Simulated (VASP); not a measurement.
# TaN (P-1) in VASP: single point with PBE

Aim: the single point of TaN with PBE.

All numbers are computed with VASP 6.6.1; they aren't measurements. Logs are shortened: lines on timing, memory, paths and dates and some standing lists are left out, and cuts for length are marked.

## (1) The cell of the first run

The typed cell holds 6 atoms: a = 5.186 Å, b = 5.118 Å, c = 2.909 Å, α = 89.36°, β = 88.27°, γ = 118.70°.

## (2) Single point, PBE (equal xy, yz and zx shear strains of +3 %)

File INCAR:

```
PREC = Accurate
ENCUT = 520
EDIFF = 1E-6
ISMEAR = -1
SIGMA = 0.03
LREAL = F
LASPH = T
NELM = 60
ALGO = Normal
ISIF = 2
LWAVE = F
LCHARG = F
GGA = PE
NBANDS = 33
```

File KPOINTS:

```
regular mesh
0
Gamma
  5 5 8
```

File POSCAR:

```
TaN
1.0
    5.1849992558      0.0777749888      0.0777749888
   -2.5251445118      4.4514535797      0.0284676217
    0.0436200000      0.0436200000      2.9080000000
Ta N
3 3
Direct
    0.0000000000      0.0000000000      0.0000000000
    0.3333333333      0.6666666667      0.5000000000
    0.6666666667      0.3333333333      0.5000000000
    0.5000000000      0.0000000000      0.0000000000
    0.5000000000      0.5000000000      0.0000000000
    0.0000000000      0.5000000000      0.0000000000
```

Potentials or basis: VASP PAW PBE potentials, release 64 (Ta_pv, N).

On the command line:

```console
$ cat potpaw_PBE.64/Ta_pv/POTCAR potpaw_PBE.64/N/POTCAR > POTCAR
$ mpirun -np 1 vasp_std > vasp.out
```

OUTCAR:

```text
PREC = Accurate
   ENCUT = 520
   EDIFF = 1E-6
   ISMEAR = -1
   LREAL = F
   LASPH = T
   NELM = 60
   ISIF = 2
   GGA = PE

 ion  position               nearest neighbor table
   1  0.000  0.000  0.000-   6 2.56   6 2.56   4 2.59   4 2.59   5 2.63   5 2.63   2 3.28   3 3.28
                             3 3.29   2 3.29   2 3.31   3 3.31   3 3.31   2 3.31   3 3.37   2 3.37
   2  0.333  0.667  0.500-   4 2.06   6 2.06   5 2.06   5 2.08   4 2.12   6 2.14   3 2.95   3 2.99
                             3 3.03   1 3.28   1 3.29   1 3.31   1 3.31   1 3.37   1 3.42
   3  0.667  0.333  0.500-   4 2.06   6 2.06   5 2.06   5 2.08   4 2.12   6 2.14   2 2.95   2 2.99
                             2 3.03   1 3.28   1 3.29   1 3.31   1 3.31   1 3.37   1 3.42
   4  0.500  0.000  0.000-   2 2.06   3 2.06   2 2.12   3 2.12   1 2.59   1 2.59
   5  0.500  0.500  0.000-   2 2.06   3 2.06   2 2.08   3 2.08   1 2.63   1 2.63
   6  0.000  0.500  0.000-   3 2.06   2 2.06   2 2.14   3 2.14   1 2.56   1 2.56

  LATTYP: Found a triclinic cell.
 ALAT       =     5.8689965777
 B/A-ratio  =     0.4955965109
 C/A-ratio  =     0.8720180685
 COS(alpha) =     0.0112057054
 COS(beta)  =     0.4298483829
 COS(gamma) =     0.4689000644

  Lattice vectors:

 A1 = (  -5.1413792558,  -0.0341549888,   2.8302250112)
 A2 = (   0.0436200000,   0.0436200000,   2.9080000000)
 A3 = (  -2.5251445118,   4.4514535797,   0.0284676217)

Analysis of symmetry for initial positions (statically):
=====================================================================
 Subroutine PRICEL returns:
 Original cell was already a primitive cell.

 Routine SETGRP: Setting up the symmetry group for a
 triclinic supercell.

 Subroutine GETGRP returns: Found  2 space group operations
 (whereof  2 operations were pure point group operations)
 out of a pool of  2 trial point group operations.

The static configuration has the point symmetry S_2 .

Analysis of symmetry for dynamics (positions and initial velocities):
=====================================================================
 Subroutine PRICEL returns:
 Original cell was already a primitive cell.

 Routine SETGRP: Setting up the symmetry group for a
 triclinic supercell.

 Subroutine GETGRP returns: Found  2 space group operations
 (whereof  2 operations were pure point group operations)
 out of a pool of  2 trial point group operations.

The dynamic configuration has the point symmetry S_2 .

 Subroutine INISYM returns: Found  2 space group operations
 (whereof  2 operations are pure point group operations),
[... 101 lines left out ...]
   LASPH  =      T    aspherical Exc in radial PAW
   ENCUT  =  520.0 eV  38.22 Ry    6.18 a.u.   9.64  9.52  5.41*2*pi/ulx,y,z
   NELM   =     60;   NELMIN=  2; NELMDL= -5     # of ELM steps
   EDIFF  = 0.1E-05   stopping-criterion for ELM
   LREAL  =      F    real-space projection
   EDIFFG = 0.1E-04   stopping-criterion for IOM
   NSW    =      0    number of steps for IOM
   IBRION =     -1    ionic relax: 0-MD 1-quasi-New 2-CG
   NFREE  =      0    steps in history (QN), initial steepest desc. (CG)
   ISIF   =      2    stress and relaxation
   ISYM   =      2    0-nonsym 1-usesym 2-fastsym
   POTIM  = 0.5000    time-step for ionic-motion
   TEBEG  =    0.0;   TEEND  =   0.0 temperature during run
   PSTRESS=    0.0 pullay stress
   NELECT =      48.0000    total number of electrons
   NUPDOWN=      -1.0000    fix difference up-down
   EMIN   =  10.00;   EMAX   =-10.00  energy-range for DOS
   EFERMI =   0.00;   METHOD = LEGACY
   ISMEAR =    -1;   SIGMA  =   0.03  broadening in eV -4-tet -1-fermi 0-gaus
   EFERMI_NEDOS =   21; number of points for ismear=-14 and -15
   IALGO  =     38    algorithm
   IMIX   =      4    mixing-type and parameters
     AMIX     =   0.40;   BMIX     =  1.00
     AMIX_MAG =   1.60;   BMIX_MAG =  1.00
  volume/ion in A,a.u.               =      11.28        76.10
  Fermi-wavevector in a.u.,A,eV,Ry     =   1.460084  2.759159 29.005520  2.131846
  Thomas-Fermi vector in A             =   2.576575
   LORBIT       =      0    0 simple, 1 ext, 2 COOP (PROOUT), +10 PAW based schemes
   GGA     = PE    functional components
   LHFCALC =     F    Hartree Fock is set to
   AEXX    =    0.0000 exact exchange contribution
   IVDW    =     0    specifies the selected vdW correction
   LEPSILON=     F    determine dielectric tensor
   LRPA    =     F    only Hartree local field effects (RPA)
 non-spin polarized calculation
  energy-cutoff  :      520.00
  volume of cell :       67.66
 maximum number of plane-waves:      1839
   NGX = 19   NGY = 19   NGZ = 11

 number of electron      47.9999997 magnetization

 Free energy of the ion-electron system (eV)
  ---------------------------------------------------
  ext. energy  EPLUGINS =         0.00000000
  ---------------------------------------------------
  free energy    TOTEN  =       -64.61924587 eV

  energy without entropy =      -64.61626220  energy(sigma->0) =      -64.61775404

 E-fermi :   8.2485     XC(G=0): -13.0589

 val. band max:        8.2258027187   @ k =   0.0000  -0.0000   0.3750
 cond. band min:       8.2631048745   @ k =   0.0000  -0.2000   0.3750
 fundamental gap:      0.0373021557
 Fermi energy:         8.2484895641

 k-point     1 :       0.0000    0.0000    0.0000
  band No.  band energies     occupation
      1     -27.9928      2.00000
      2     -27.9709      2.00000
      3     -27.5973      2.00000
      4     -27.5766      2.00000
      5     -27.3667      2.00000
      6     -27.2595      2.00000
[... 853 lines left out ...]
     32      11.7320      0.00000
     33      12.0574      0.00000

 [... further k-points ...]
[... 5 lines left out ...]
  --------------------------------------------------------------------------------------
  -------------------------------------------------------------------------------------
  Total        4.8355641      4.9963209      5.4840911     -1.5059034     -2.6003885     -2.6044657
  in kB      114.5053068    118.3119979    129.8623115    -35.6595281    -61.5767406    -61.6732891
  external PRESSURE =     120.8932054 kB  Pullay stress =       0.0000000 kB

 VOLUME and BASIS-vectors are now :
 -----------------------------------------------------------------------------
  energy-cutoff  :      520.00
  volume of cell :       67.66
      direct lattice vectors                 reciprocal lattice vectors
     5.184999256  0.077774989  0.077774989     0.191303305  0.108548033 -0.004497770
    -2.525144512  4.451453580  0.028467622    -0.003292596  0.222799010 -0.003292596
     0.043620000  0.043620000  2.908000000    -0.005084209 -0.005084209  0.344031481

 POSITION                                       TOTAL-FORCE (eV/Angst)
 -----------------------------------------------------------------------------------
      0.00000      0.00000      0.00000        -0.000000      0.000000      0.000000
      0.06671      3.01537      1.49890        -0.352516     -0.001938      0.055842
      2.63676      1.55748      1.51534         0.352516      0.001938     -0.055842
      2.59250      0.03889      0.03889        -0.000000      0.000000      0.000000
      1.32993      2.26461      0.05312        -0.000000     -0.000000      0.000000
     -1.26257      2.22573      0.01423        -0.000000      0.000000      0.000000
 -----------------------------------------------------------------------------------
    total drift:                               -0.000000      0.000000     -0.000000

  FREE ENERGIE OF THE ION-ELECTRON SYSTEM (eV)
  ---------------------------------------------------
  free  energy   TOTEN  =       -64.6192458700 eV

  energy  without entropy=      -64.6162622037  energy(sigma->0) =      -64.61775404
```

Run time: 75 s. Hardware: 1 thread of Intel Xeon 6975P-C (Granite Rapids), shared host; peak memory 0.31 GiB.

What came out:

* Free energy: -64.6192 eV
* Pressure: 12.1 GPa
* Largest force: 0.357 eV/Å
* Band gap on the k mesh: zero (bands 24 and 25 overlap by 1.77 eV)

Forces on the atoms (eV/Å):
```
Ta   0.000  0.000  0.000
Ta  -0.353 -0.002  0.056
Ta   0.353  0.002 -0.056
N    0.000  0.000  0.000
N    0.000  0.000  0.000
N    0.000  0.000  0.000
```

Stress tensor (GPa, compression positive):
```
11.45 -3.57 -6.17
-3.57 11.83 -6.16
-6.17 -6.16 12.99
```

Levels at points of the mesh, in eV from the Fermi level:
| k point | band 22 | band 23 | band 24 | band 25 | band 26 | band 27 |
| --- | --- | --- | --- | --- | --- | --- |
| (0.00, 0.00, 0.00) | -2.51 | -2.10 | -1.46 | -1.04 | 0.75 | 0.80 |
| (0.00, 0.00, 0.50) | -3.07 | -1.96 | 0.72 | 0.99 | 1.45 | 1.65 |

Caveat: the cell differs from its parent crystal (equal xy, yz and zx shear strains of +3 %); the cell stands under pressure; spin-orbit coupling is left out, which moves the levels of the heavy elements.

The gap in the log of VASP goes by the Fermi energy; the results here count the filled bands.